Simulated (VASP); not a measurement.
Here is a VASP 6.6.1 calculation.

File INCAR:

```
SYSTEM = In
PREC = Accurate
ENCUT = 520
EDIFF = 1E-6
ISMEAR = -1
SIGMA = 0.05
LREAL = .FALSE.
LASPH = .TRUE.
NELM = 60
ALGO = Normal
ISIF = 2
LWAVE = .FALSE.
LCHARG = .TRUE.
LDIPOL = .TRUE.
IDIPOL = 3
DIPOL = 0.5 0.5 0.493
GGA = PS
IVDW = 12
LELF = .TRUE.
LVHAR = .TRUE.
LVACPOTAV = .TRUE.
NBANDS = 54
```

Contents of KPOINTS:

```
regular mesh
0
G
  8 6 1
  0 0 0
```

POSCAR

```
In
1.0
    3.2523000000      0.0000000000      0.0000000000
    0.0000000000      4.9479000000      0.0000000000
    0.0000000000      0.0000000000     24.7569000000
In
7
Direct
    0.5000000000      0.5000000000      0.3029458454
    0.0000000000      0.0000000000      0.3686305636
    0.5000000000      0.5000000000      0.4343152818
    0.0000000000      0.0000000000      0.4936601997
    0.5000000000      0.5000000000      0.5543379462
    0.0000000000      0.0000000000      0.6182814482
    0.5000000000      0.5000000000      0.6772375776
```

Potentials or basis: VASP PAW PBE potentials, release 64 (In_d).

Run with:

```console
$ cat potpaw_PBE.64/In_d/POTCAR > POTCAR
$ mpirun -np 1 vasp_std > vasp.out
```

Question: Predict the dispersion energy per atom.

Answer: -0.275 eV.

Question: What does it give for the band gap on the k mesh?

Answer: Zero (an odd number of electrons rules out a gap without spin polarisation).

Forces in eV/Å, atoms in the order of the input:
```
In   0.000  0.000  0.265
In   0.000  0.000 -0.013
In   0.000  0.000 -0.252
In   0.000  0.000  0.004
In   0.000  0.000 -0.019
In   0.000  0.000 -0.001
In   0.000  0.000  0.016
```

Caveat: the PAW data sets were made with another functional, which shifts forces and pressure a little; spin-orbit coupling is left out, which moves the levels of the heavy elements.
